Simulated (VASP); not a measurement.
# HC12 (a cell with a defect) in VASP: a series of runs, part 2 of 2

VASP 6.6.1.

## 5. Single point, LDA

Contents of INCAR:

```
  PREC = Accurate
  ENCUT = 520
  EDIFF = 1E-6
  ISMEAR = 0
  SIGMA = 0.05
  LREAL = False
  LASPH = True
  NELM = 60
  ALGO = Normal
  ISIF = 2
  LWAVE = False
  LCHARG = False
  NELECT = 48.0
  NBANDS = 36
```

Contents of KPOINTS:

```
Automatic mesh
0
Gamma
  6 6 6
```

Contents of POSCAR:

```
HC12
1.0
    1.7657489870     -3.5314979740     -1.7657489870
    3.5314979740     -1.7657489870      1.7657489870
   -1.7657489870     -3.5314979740      1.7657489870
C H
12 1
Direct
    0.2500000000      1.0000000000      0.2500000000
    0.0833333333      0.3333333333      0.7500000000
    0.9166666667      0.6666666667      0.2500000000
    0.7500000000      1.0000000000      0.7500000000
    0.5833333333      0.3333333333      0.2500000000
    0.4166666667      0.6666666667      0.7500000000
    0.9583333333      0.3333333333      0.1250000000
    0.7916666667      0.6666666667      0.6250000000
    0.6250000000      1.0000000000      0.1250000000
    0.4583333333      0.3333333333      0.6250000000
    0.2916666667      0.6666666667      0.1250000000
    0.1250000000      1.0000000000      0.6250000000
    1.3472222222      0.3888888889      0.4583333333
```

The run is started by

```
$ cat potpaw_LDA.64/C/POTCAR potpaw_LDA.64/H/POTCAR > POTCAR
$ mpirun -np 1 vasp_std > vasp.out
```

Run time: 2.2 min. Hardware: 1 thread of Intel Xeon 6975P-C (Granite Rapids), shared host; peak memory 0.27 GiB.

The run converged. Its results:

- Free energy: -130.3146 eV
- Largest force: 14.064 eV/Å

Forces in eV/Å, atoms in the order of the input:
```
C    -0.059   0.063  -0.083
C    -2.013   0.872   1.705
C     0.126   0.228   0.068
C    -0.071   0.098  -0.453
C     4.577   1.800  -6.513
C     0.194  -0.164   0.015
C     0.082  -0.965   0.121
C     0.022   0.209   0.258
C    -0.186   0.305  -0.010
C    -4.559 -13.238   1.330
C     0.787   0.770   0.208
C     0.053   0.078  -0.037
H     1.048   9.944   3.391
```

Levels at points of the mesh, in eV from the Fermi level:
| k point | band 21 | band 22 | band 23 | band 24 | band 25 | band 26 | band 27 | band 28 |
| --- | --- | --- | --- | --- | --- | --- | --- | --- |
| (0.00, 0.00, 0.00) | -3.14 | -0.61 | -0.38 | -0.25 | 3.56 | 5.13 | 5.21 | 5.79 |
| (0.50, 0.00, 0.00) | -4.70 | -4.39 | -2.77 | -2.12 | 5.32 | 5.81 | 6.19 | 6.76 |
| (0.50, 0.50, 0.00) | -4.67 | -4.38 | -2.87 | -2.15 | 5.50 | 5.89 | 6.08 | 6.69 |
| (0.00, 0.50, 0.00) | -3.46 | -3.10 | -2.24 | -1.38 | 3.26 | 4.52 | 6.59 | 7.15 |
| (0.00, 0.00, 0.50) | -2.53 | -2.17 | -2.02 | -1.96 | 5.49 | 6.33 | 7.07 | 7.11 |
| (0.50, 0.00, 0.50) | -3.93 | -3.54 | -3.11 | -3.06 | 3.82 | 4.30 | 4.56 | 6.04 |
| (0.50, 0.50, 0.50) | -3.95 | -3.56 | -3.10 | -3.05 | 3.35 | 4.43 | 4.60 | 6.02 |
| (0.00, 0.50, 0.50) | -4.60 | -4.35 | -4.24 | -4.10 | 4.82 | 5.74 | 5.93 | 6.00 |

Caveat: the cell carries a net charge on a neutralising background, which shifts energy and pressure; the cell is charged against a uniform background, so pressure and absolute levels hang on convention.

## 6. Single point, LDA

Contents of INCAR:

```
PREC = Accurate
ENCUT = 520
EDIFF = 1E-6
ISMEAR = 0
SIGMA = 0.05
LREAL = F
LASPH = T
NELM = 100
ALGO = Normal
ISIF = 2
LWAVE = F
LCHARG = F
GGA = CA
NELECT = 48.0
NBANDS = 36
```

Contents of KPOINTS:

```
regular mesh
0
Gamma
  6 6 6
```

Edit POSCAR of step 5 so:

```diff
@@ -20,2 +20,2 @@
     0.1250000000      1.0000000000      0.6250000000
-    1.3472222222      0.3888888889      0.4583333333
+    1.3194444444      0.4444444444      0.3750000000
```

Potentials or basis: VASP PAW LDA potentials, release 64 (C, H).

The run is started by

```
$ cat potpaw_LDA.64/C/POTCAR potpaw_LDA.64/H/POTCAR > POTCAR
$ mpirun -np 1 vasp_std > vasp.out
```

OUTCAR:

```text
PREC = Accurate
   ENCUT = 520
   EDIFF = 1E-6
   ISMEAR = 0
   LREAL = F
   LASPH = T
   NELM = 100
   ISIF = 2
   GGA = CA
   NELECT = 48.0

 ion  position               nearest neighbor table
   1  0.250  0.000  0.250-  11 1.53   9 1.53   7 1.53  12 1.53
   2  0.083  0.333  0.750-  12 1.53   8 1.53  10 1.53   7 1.53
   3  0.917  0.667  0.250-   8 1.53   9 1.53  11 1.53   7 1.53
   4  0.750  0.000  0.750-   8 1.53   9 1.53  10 1.53  12 1.53
   5  0.583  0.333  0.250-  13 0.98   9 1.53  10 1.53  11 1.53   7 1.53
   6  0.417  0.667  0.750-   8 1.53  11 1.53  12 1.53  10 1.53
   7  0.958  0.333  0.125-   1 1.53   2 1.53   5 1.53   3 1.53
   8  0.792  0.667  0.625-   4 1.53   3 1.53   2 1.53   6 1.53
   9  0.625  0.000  0.125-   5 1.53   3 1.53   4 1.53   1 1.53
  10  0.458  0.333  0.625-  13 1.32   4 1.53   5 1.53   2 1.53   6 1.53
  11  0.292  0.667  0.125-  13 1.32   1 1.53   5 1.53   6 1.53   3 1.53
  12  0.125  0.000  0.625-   2 1.53   1 1.53   4 1.53   6 1.53
  13  0.319  0.444  0.375-   5 0.98  10 1.32  11 1.32

  LATTYP: Found a base centered monoclinic cell.
 ALAT       =     4.3251840320
 B/A-ratio  =     1.7320508076
[... 215 lines left out ...]
      2      -6.8993      2.00000
      3      -5.3153      2.00000
      4      -3.8818      2.00000
      5      -3.5590      2.00000
      6      -3.4081      2.00000
[... 925 lines left out ...]
     35      19.8493      0.00000
     36      20.7306      0.00000

 [... further k-points ...]
[... 5 lines left out ...]
  --------------------------------------------------------------------------------------
  -------------------------------------------------------------------------------------
  Total       -7.0876695     -7.0884738     -3.0320815      1.5624453      2.1280894     -2.1270024
  in kB     -171.8881352   -171.9076393    -73.5331728     37.8919756     51.6098161    -51.5834550
  external PRESSURE =    -139.1096491 kB  Pullay stress =       0.0000000 kB

 VOLUME and BASIS-vectors are now :
 -----------------------------------------------------------------------------
  energy-cutoff  :      520.00
  volume of cell :       66.06
      direct lattice vectors                 reciprocal lattice vectors
     1.765748987 -3.531497974 -1.765748987     0.047194326 -0.141582978 -0.235971630
     3.531497974 -1.765748987  1.765748987     0.188777304  0.000000000  0.188777304
    -1.765748987 -3.531497974  1.765748987    -0.141582978 -0.141582978  0.141582978

 POSITION                                       TOTAL-FORCE (eV/Angst)
 -----------------------------------------------------------------------------------
      0.00000     -1.76575      0.00000        -0.346465     -0.156765      0.041393
     -0.00000     -3.53150      1.76575        -0.916669      0.334386      0.614579
      3.53150     -5.29725     -0.00000        -0.074057      0.726155      0.636472
      0.00000     -5.29725      0.00000         0.146266      0.120084     -0.393113
      1.76575     -3.53150      0.00000         2.112986     -2.123643     -9.568991
      1.76575     -5.29725      1.76575         0.124191      0.037530     -0.494406
      2.64862     -4.41437     -0.88287         0.594121     -0.430185      0.034074
      2.64862     -6.18012      0.88287        -0.184250      0.004466      0.495837
      0.88287     -2.64862     -0.88287         0.019189      0.459184     -0.338753
      0.88287     -4.41437      0.88287        -1.964164     -2.973681      1.088254
      2.64862     -2.64862      0.88287         2.816364      1.983421      0.865419
     -0.88287     -2.64862      0.88287        -0.149607     -0.108376      0.250223
      1.47146     -3.23721      0.88287        -2.177906      2.127424      6.769013
 -----------------------------------------------------------------------------------
    total drift:                               -0.000072      0.000125      0.000068

  FREE ENERGIE OF THE ION-ELECTRON SYSTEM (eV)
  ---------------------------------------------------
  free  energy   TOTEN  =      -131.0865665055 eV

  energy  without entropy=     -131.0865665055  energy(sigma->0) =     -131.08656651
```

OSZICAR:

```text
N       E                     dE             d eps       ncg     rms          rms(c)
DAV:   1     0.102369664261E+03    0.10237E+03   -0.25563E+04  8064   0.131E+03
DAV:   2    -0.126854321379E+03   -0.22922E+03   -0.21637E+03 10508   0.258E+02
DAV:   3    -0.135560056414E+03   -0.87057E+01   -0.86453E+01 10684   0.462E+01
DAV:   4    -0.135652599063E+03   -0.92543E-01   -0.92328E-01 10524   0.535E+00
DAV:   5    -0.135654462380E+03   -0.18633E-02   -0.18618E-02 10332   0.700E-01    0.146E+01
DAV:   6    -0.132368369176E+03    0.32861E+01   -0.22529E+00  9424   0.709E+00    0.849E+00
DAV:   7    -0.131089861417E+03    0.12785E+01   -0.29242E+00  9656   0.805E+00    0.183E+00
DAV:   8    -0.131086808633E+03    0.30528E-02   -0.80457E-02 10184   0.148E+00    0.511E-01
DAV:   9    -0.131086646191E+03    0.16244E-03   -0.31857E-03 10108   0.331E-01    0.788E-02
DAV:  10    -0.131086566394E+03    0.79797E-04   -0.48311E-04 10048   0.112E-01    0.240E-02
DAV:  11    -0.131086566191E+03    0.20313E-06   -0.32201E-05 10180   0.338E-02    0.142E-02
DAV:  12    -0.131086566506E+03   -0.31479E-06   -0.50766E-06 10260   0.122E-02
   1 F= -.13108657E+03 E0= -.13108657E+03  d E =-.128574E-12
```

Wall time 2.3 min (1 thread of Intel Xeon 6975P-C (Granite Rapids), shared host); peak memory 0.26 GiB.

Results:

```
Free energy   : -131.0866 eV
Largest force : 10.027 eV/Å
```

Forces in eV/Å, atoms in the order of the input:
```
C   -0.346 -0.157  0.041
C   -0.917  0.334  0.615
C   -0.074  0.726  0.636
C    0.146  0.120 -0.393
C    2.113 -2.124 -9.569
C    0.124  0.038 -0.494
C    0.594 -0.430  0.034
C   -0.184  0.004  0.496
C    0.019  0.459 -0.339
C   -1.964 -2.974  1.088
C    2.816  1.983  0.865
C   -0.150 -0.108  0.250
H   -2.178  2.127  6.769
```

Caveat: the cell carries a net charge on a neutralising background, which shifts energy and pressure; the cell is charged against a uniform background, so pressure and absolute levels hang on convention.
